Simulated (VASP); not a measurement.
# As (P6_3/mmc) in VASP: relaxation of cell and atoms with r2SCAN

Aim: the relaxation of cell and atoms of As with r2SCAN.

All numbers are computed with VASP 6.6.1; they aren't measurements. Logs are shortened: lines on timing, memory, paths and dates and some standing lists are left out, and cuts for length are marked.

## Step 1: The cell of the first run

Symmetry: P6_3/mmc, No. 194, hexagonal system. The conventional cell has a = 4.589 Å, b = 4.589 Å, c = 5.710 Å, α = 90.00°, β = 90.00°, γ = 120.00°. Within 3.3 Å of As (site symmetry 3m) lie 5 As at 2.44 to 3.27 Å.

This isn't the form of As at room conditions, which is rhombohedral.

## Step 2: Relaxation of cell and atoms, r2SCAN

The input, POSCAR:

```
As
1.0
    4.5892864040      0.0000000000      0.0000000000
   -2.2946432020      3.9744386111      0.0000000000
    0.0000000000      0.0000000000      5.7102529427
As
4
Direct
    0.3333333333      0.6666666667      0.4640164584
    0.6666666667      0.3333333333      0.9640164584
    0.6666666667      0.3333333333      0.5359835416
    0.3333333333      0.6666666667      0.0359835416
```

The input, INCAR.step1:

```
SYSTEM = As
PREC     = Accurate       ! precision mode
ENCUT    = 600            ! plane-wave cutoff, eV
ISMEAR   = 0              ! smearing method
SIGMA    = 0.1            ! smearing width, eV
LREAL    = .False.        ! projectors in reciprocal space
LASPH    = .True.         ! aspherical terms in the spheres
NELM     = 60             ! most SCF steps
GGA      = PE             ! functional
ALGO     = Normal         ! electronic algorithm
EDIFF    = 1E-4           ! SCF threshold, eV
LWAVE    = .True.         ! write WAVECAR
LCHARG   = .False.        ! write CHGCAR
```

The input, INCAR.step2:

```
SYSTEM = As
PREC     = Accurate       ! precision mode
ENCUT    = 600            ! plane-wave cutoff, eV
EDIFF    = 1E-6           ! SCF threshold, eV
ISMEAR   = 0              ! smearing method
SIGMA    = 0.1            ! smearing width, eV
LREAL    = .False.        ! projectors in reciprocal space
LASPH    = .True.         ! aspherical terms in the spheres
NELM     = 60             ! most SCF steps
ALGO     = Normal         ! electronic algorithm
ISIF     = 3              ! what is computed and relaxed
LWAVE    = .False.        ! write WAVECAR
LCHARG   = .False.        ! write CHGCAR
METAGGA  = R2SCAN         ! meta-GGA
LMIXTAU  = .True.       
IBRION   = 2              ! ionic algorithm
NSW      = 100            ! ionic steps
EDIFFG   = -0.01          ! ionic threshold
ISTART   = 1
```

The input, KPOINTS:

```
regular mesh
0
Gamma
  12 12 8
  0 0 0
```

Potentials or basis: VASP PAW PBE potentials, release 64 (As).

On the command line:

```console
$ cat potpaw_PBE.64/As/POTCAR > POTCAR
$ cp INCAR.step1 INCAR
$ mpirun -np 1 vasp_std > vasp.out
$ cp INCAR.step2 INCAR
$ mpirun -np 1 vasp_std > vasp.out
```

OUTCAR:

```text
SYSTEM = As
   PREC = Accurate
   ENCUT = 600
   EDIFF = 1E-6
   ISMEAR = 0
   LREAL = .False.
   LASPH = .True.
   NELM = 60
   ISIF = 3
   METAGGA = R2SCAN
   IBRION = 2
   NSW = 100
   EDIFFG = -0.01
   ISTART = 1

 ion  position               nearest neighbor table
   1  0.333  0.667  0.464-   4 2.44   3 2.68   3 2.68   3 2.68
   2  0.667  0.333  0.964-   3 2.44   4 2.68   4 2.68   4 2.68
   3  0.667  0.333  0.536-   2 2.44   1 2.68   1 2.68   1 2.68
   4  0.333  0.667  0.036-   1 2.44   2 2.68   2 2.68   2 2.68

  LATTYP: Found a hexagonal cell.
 ALAT       =     4.5892864040
 C/A-ratio  =     1.2442572636

  Lattice vectors:

 A1 = (   4.5892864040,   0.0000000000,   0.0000000000)
 A2 = (  -2.2946432020,   3.9744386111,   0.0000000000)
 A3 = (   0.0000000000,   0.0000000000,   5.7102529427)

Analysis of symmetry for initial positions (statically):
=====================================================================
 Subroutine PRICEL returns:
 Original cell was already a primitive cell.

 Routine SETGRP: Setting up the symmetry group for a
 hexagonal supercell.

 Subroutine GETGRP returns: Found 24 space group operations
 (whereof 12 operations were pure point group operations)
 out of a pool of 24 trial point group operations.

The static configuration has the point symmetry D_3d.
 The point group associated with its full space group is D_6h.

Analysis of symmetry for dynamics (positions and initial velocities):
=====================================================================
 Subroutine PRICEL returns:
 Original cell was already a primitive cell.

 Routine SETGRP: Setting up the symmetry group for a
 hexagonal supercell.

 Subroutine GETGRP returns: Found 24 space group operations
 (whereof 12 operations were pure point group operations)
 out of a pool of 24 trial point group operations.

The dynamic configuration has the point symmetry D_3d.
 The point group associated with its full space group is D_6h.

 Subroutine INISYM returns: Found 24 space group operations
 (whereof 12 operations are pure point group operations),
 and found     1 'primitive' translations

----------------------------------------------------------------------------------------

                                     Primitive cell

  volume of cell :     104.1541

  direct lattice vectors                    reciprocal lattice vectors
     4.589286404  0.000000000  0.000000000     0.217898800  0.125803931  0.000000000
    -2.294643202  3.974438611  0.000000000     0.000000000  0.251607862  0.000000000
     0.000000000  0.000000000  5.710252943     0.000000000  0.000000000  0.175123591

  length of vectors
     4.589286404  4.589286404  5.710252943     0.251607862  0.251607862  0.175123591

  position of ions in fractional coordinates (direct lattice)
     0.333333333  0.666666667  0.464016458
     0.666666667  0.333333333  0.964016458
     0.666666667  0.333333333  0.535983542
     0.333333333  0.666666667  0.035983542

  ion indices of the primitive-cell ions
   primitive index   ion index
                 1           1
                 2           2
                 3           3
                 4           4

----------------------------------------------------------------------------------------

 KPOINTS: regular mesh

Automatic generation of k-mesh.
 Grid dimensions read from file:
 generate k-points for:   12   12    8

 Generating k-lattice:

  Cartesian coordinates                     Fractional coordinates (reciprocal lattice)
     0.018158233  0.010483661  0.000000000     0.083333333 -0.000000000  0.000000000
     0.000000000  0.020967322  0.000000000     0.000000000  0.083333333  0.000000000
     0.000000000  0.000000000  0.021890449     0.000000000  0.000000000  0.125000000

  Length of vectors
     0.020967322  0.020967322  0.021890449

  Shift w.r.t. Gamma in fractional coordinates (k-lattice)
     0.000000000  0.000000000  0.000000000

 Subroutine IBZKPT returns following result:
 ===========================================

 Found     95 irreducible k-points:

 Following reciprocal coordinates:
            Coordinates               Weight
  0.000000  0.000000  0.000000      1.000000
  0.083333 -0.000000  0.000000      6.000000
  0.166667 -0.000000  0.000000      6.000000
  0.250000  0.000000  0.000000      6.000000
  0.333333  0.000000  0.000000      6.000000
  0.416667  0.000000  0.000000      6.000000
[... 16 lines left out ...]
  0.250000  0.000000  0.125000     12.000000
  0.333333  0.000000  0.125000     12.000000
 [... further k-points ...]
   k-points           NKPTS =     95   k-points in BZ     NKDIM =     95   number of bands    NBANDS=     14
   number of dos      NEDOS =    301   number of ions     NIONS =      4
   total plane-waves  NPLWV =  76800
   dimension x,y,z NGX =    40 NGY =   40 NGZ =   48
   dimension x,y,z NGXF=    80 NGYF=   80 NGZF=   96
   ions per type =               4
   NGX,Y,Z   is equivalent  to a cutoff of  14.49, 14.49, 13.97 a.u.
   NGXF,Y,Z  is equivalent  to a cutoff of  28.98, 28.98, 27.95 a.u.
 SYSTEM =  As
   PREC   = accura    normal or accurate (medium, high low for compatibility)
   ISTART =      1    job   : 0-new  1-cont  2-samecut
   ICHARG =      0    charge: 1-file 2-atom 10-const
   ISPIN  =      1    spin polarized calculation?
   LNONCOLLINEAR =      F non collinear calculations
   LSORBIT =      F    spin-orbit coupling
   LASPH  =      T    aspherical Exc in radial PAW
   ENCUT  =  600.0 eV  44.10 Ry    6.64 a.u.   9.17  9.17 11.40*2*pi/ulx,y,z
   NELM   =     60;   NELMIN=  2; NELMDL=  0     # of ELM steps
   EDIFF  = 0.1E-05   stopping-criterion for ELM
   LREAL  =      F    real-space projection
   EDIFFG = -.1E-01   stopping-criterion for IOM
   NSW    =    100    number of steps for IOM
   IBRION =      2    ionic relax: 0-MD 1-quasi-New 2-CG
   NFREE  =      1    steps in history (QN), initial steepest desc. (CG)
   ISIF   =      3    stress and relaxation
   ISYM   =      2    0-nonsym 1-usesym 2-fastsym
   POTIM  = 0.5000    time-step for ionic-motion
   TEBEG  =    0.0;   TEEND  =   0.0 temperature during run
   PSTRESS=    0.0 pullay stress
   NELECT =      20.0000    total number of electrons
   NUPDOWN=      -1.0000    fix difference up-down
   EMIN   =  10.00;   EMAX   =-10.00  energy-range for DOS
   EFERMI =   0.00;   METHOD = LEGACY
   ISMEAR =     0;   SIGMA  =   0.10  broadening in eV -4-tet -1-fermi 0-gaus
   EFERMI_NEDOS =   21; number of points for ismear=-14 and -15
   IALGO  =     38    algorithm
   IMIX   =      4    mixing-type and parameters
     AMIX     =   0.40;   BMIX     =  1.00
     AMIX_MAG =   1.60;   BMIX_MAG =  1.00
  volume/ion in A,a.u.               =      26.04       175.72
  Fermi-wavevector in a.u.,A,eV,Ry     =   0.944480  1.784808 12.136973  0.892042
  Thomas-Fermi vector in A             =   2.072289
   LORBIT       =      0    0 simple, 1 ext, 2 COOP (PROOUT), +10 PAW based schemes
   METAGGA = R2SCAN    functional components
   LHFCALC =     F    Hartree Fock is set to
   AEXX    =    0.0000 exact exchange contribution
   IVDW    =     0    specifies the selected vdW correction
   LEPSILON=     F    determine dielectric tensor
   LRPA    =     F    only Hartree local field effects (RPA)
 conjugate gradient relaxation of ions
 non-spin polarized calculation
 Gauss-broadening in eV      SIGMA  =   0.10
  energy-cutoff  :      600.00
  volume of cell :      104.15
 maximum number of plane-waves:      3509
 NGX is ok and might be reduce to    40
   NGX = 19   NGY = 19   NGZ = 23

--------------------------------------- Ionic step        1  -------------------------------------------

 number of electron      20.0000000 magnetization

 Free energy of the ion-electron system (eV)
  ---------------------------------------------------
  ext. energy  EPLUGINS =         0.00000000
  ---------------------------------------------------
  free energy    TOTEN  =       -57.95367901 eV

  energy without entropy =      -57.94758251  energy(sigma->0) =      -57.95063076

------------------------ aborting loop because EDIFF is reached ----------------------------------------

  FORCE on cell =-STRESS in cart. coord.  units (eV):
  Direction    XX          YY          ZZ          XY          YZ          ZX
  --------------------------------------------------------------------------------------
  -------------------------------------------------------------------------------------
  Total       -0.0502580     -0.0502580      0.4210069      0.0000000      0.0000000      0.0000000
  in kB       -0.7731073     -0.7731073      6.4762477      0.0000000      0.0000000      0.0000000
  external PRESSURE =       1.6433444 kB  Pullay stress =       0.0000000 kB
[... 175 lines left out ...]
  energy  without entropy=      -57.9485068301  energy(sigma->0) =      -57.95164599

--------------------------------------- Ionic step        6  -------------------------------------------

 number of electron      19.9999999 magnetization

 Free energy of the ion-electron system (eV)
  ---------------------------------------------------
  ext. energy  EPLUGINS =         0.00000000
  ---------------------------------------------------
  free energy    TOTEN  =       -57.95480973 eV

  energy without entropy =      -57.94849706  energy(sigma->0) =      -57.95165340

 E-fermi :   3.7072     XC(G=0):  -9.3447

 val. band max:        3.7019875216   @ k =   0.0000   0.0000   0.2500
 cond. band min:       3.7301704780   @ k =   0.0833  -0.0000   0.2500
 fundamental gap:      0.0281829563
 Fermi energy:         3.7071945871

 k-point     1 :       0.0000    0.0000    0.0000
  band No.  band energies     occupation
      1     -11.4256      2.00000
      2      -8.4503      2.00000
      3      -6.9039      2.00000
      4      -2.3564      2.00000
      5      -1.6720      2.00000
      6      -0.8667      2.00000
      7      -0.8667      2.00000
      8       0.9941      2.00000
      9       1.3820      2.00000
     10       1.3820      2.00000
     11       3.2992      2.00000
     12       3.2992      2.00000
     13       6.1093      0.00000
     14       6.1093      0.00000
[... 375 lines left out ...]
 k-point    24 :       0.3333    0.0000    0.1250
  band No.  band energies     occupation
      1     -10.6454      2.00000
      2      -8.4299      2.00000
      3      -7.5334      2.00000
      4      -4.9153      2.00000
      5      -2.0916      2.00000
      6      -1.5083      2.00000
      7      -0.0770      2.00000
      8       0.5837      2.00000
      9       0.9163      2.00000
     10       2.6961      2.00000
     11       4.6794      0.00000
     12       5.2144      0.00000
     13       6.8402      0.00000
     14       7.2321      0.00000

 [... further k-points ...]
[... 5 lines left out ...]
  --------------------------------------------------------------------------------------
  -------------------------------------------------------------------------------------
  Total       -0.0247955     -0.0247955     -0.0119686      0.0000000     -0.0000000      0.0000000
  in kB       -0.3792255     -0.3792255     -0.1830494      0.0000000     -0.0000000      0.0000000
  external PRESSURE =      -0.3138335 kB  Pullay stress =       0.0000000 kB
[... 19 lines left out ...]
  FREE ENERGIE OF THE ION-ELECTRON SYSTEM (eV)
  ---------------------------------------------------
  free  energy   TOTEN  =       -57.9548097278 eV

  energy  without entropy=      -57.9484970633  energy(sigma->0) =      -57.95165340

 reached required accuracy - stopping structural energy minimisation
```

It took 50 min on 1 thread of Oxide Virtual Turin-like, shared host; peak memory 0.35 GiB.

What came out:

```
Free energy                           : -57.9548 eV
Relaxed volume                        : 26.19 Å³/atom
Relaxed cell                          : a = 4.588 Å, b = 4.588 Å, c = 5.747 Å, α = 90.00°, β = 90.00°, γ = 120.00°
Space group after relaxing (to 0.1 Å) : P6_3/mmc (No. 194)
Energy gained by relaxing             : 0.3 meV/atom
Ionic steps                           : 6
Pressure after relaxing               : 0.0 GPa
Band gap on the k mesh                : zero (bands 10 and 11 overlap by 0.80 eV)
```

The path:
| step | energy change (eV) | largest force (eV/Å) | pressure (GPa) | volume (Å³) |
| --- | --- | --- | --- | --- |
| 1 | 0.0000 | 0.0232 | 0.16 | 104.15 |
| 2 | -0.0007 | 0.0535 | -0.07 | 104.56 |
| 3 | -0.0008 | 0.0316 | 0.00 | 104.44 |
| 4 | -0.0010 | 0.0217 | 0.02 | 104.47 |
| 5 | -0.0011 | 0.0019 | 0.07 | 104.52 |
| 6 | -0.0011 | 0.0001 | -0.03 | 104.76 |

Final structure:
```
As
1.0
     4.58769    0.00000    0.00000
    -2.29384    3.97306    0.00000
     0.00000    0.00000    5.74734
As
4
Direct
  0.33333 0.66667 0.46330
  0.66667 0.33333 0.96330
  0.66667 0.33333 0.53670
  0.33333 0.66667 0.03670
```

Levels at points of the mesh, in eV from the Fermi level:
```
           k point  band 6  band 7  band 8  band 9  band 10  band 11  band 12  band 13  band 14
(0.00, 0.00, 0.00)   -4.57   -4.57   -2.71   -2.33    -2.33    -0.41    -0.41     2.40     2.40
(0.50, 0.00, 0.00)   -5.45   -4.54   -3.15   -2.84    -0.67     1.89     1.90     4.39     4.61
(0.00, 0.00, 0.50)   -3.70   -3.70   -3.70   -2.65    -2.65     0.84     0.84     0.84     0.84
(0.50, 0.00, 0.50)   -4.55   -3.28   -3.28   -1.69    -1.69     0.88     0.88     3.36     3.36
```

Caveat: the PAW data sets were made with another functional, which shifts forces and pressure a little.

The gap in the log of VASP goes by the Fermi energy; the results here count the filled bands.